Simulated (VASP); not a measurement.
A run of VASP 6.6.1 is set up as follows.

File INCAR:

```
SYSTEM = AlGa3As4
ALGO = Normal ; EDIFF = 1E-6
ENCUT = 520 ; GGA = PE
ISIF = 2 ; ISMEAR = -1
LASPH = .True. ; LCHARG = .False.
LREAL = .False. ; LWAVE = .False.
NBANDS = 41 ; NELM = 60
PREC = Accurate ; SIGMA = 0.02
```

Contents of KPOINTS:

```
k-points
0
Gamma
  4 4 4
  0 0 0
```

File POSCAR:

```
AlGa3As4
1.0
    5.6700339051      0.0000000000      0.0000000000
    0.0000000000      5.6700339051      0.0000000000
    0.0000000000      0.0000000000      5.6700339051
Al As Ga
1 4 3
Direct
    0.0000000000      0.0000000000      0.0000000000
    0.2497401046      0.2497401046      0.2497401046
    0.7502598954      0.7502598954      0.2497401046
    0.7502598954      0.2497401046      0.7502598954
    0.2497401046      0.7502598954      0.7502598954
    0.5000000000      0.5000000000      0.0000000000
    0.5000000000      0.0000000000      0.5000000000
    0.0000000000      0.5000000000      0.5000000000
```

Potentials or basis: VASP PAW PBE potentials, release 64 (Al, As, Ga_d).

The run is started by

```console
$ cat potpaw_PBE.64/Al/POTCAR potpaw_PBE.64/As/POTCAR potpaw_PBE.64/Ga_d/POTCAR > POTCAR
$ mpirun -np 1 vasp_std > vasp.out
```

Task: Predict the pressure.

Result: 2.7 GPa.

Task: Estimate the largest force.

Result: 0.051 eV/Å.

Forces on the atoms (eV/Å):
```
Al   0.000  0.000  0.000
As  -0.030 -0.030 -0.030
As   0.030  0.030 -0.030
As   0.030 -0.030  0.030
As  -0.030  0.030  0.030
Ga   0.000  0.000  0.000
Ga   0.000  0.000  0.000
Ga   0.000  0.000  0.000
```
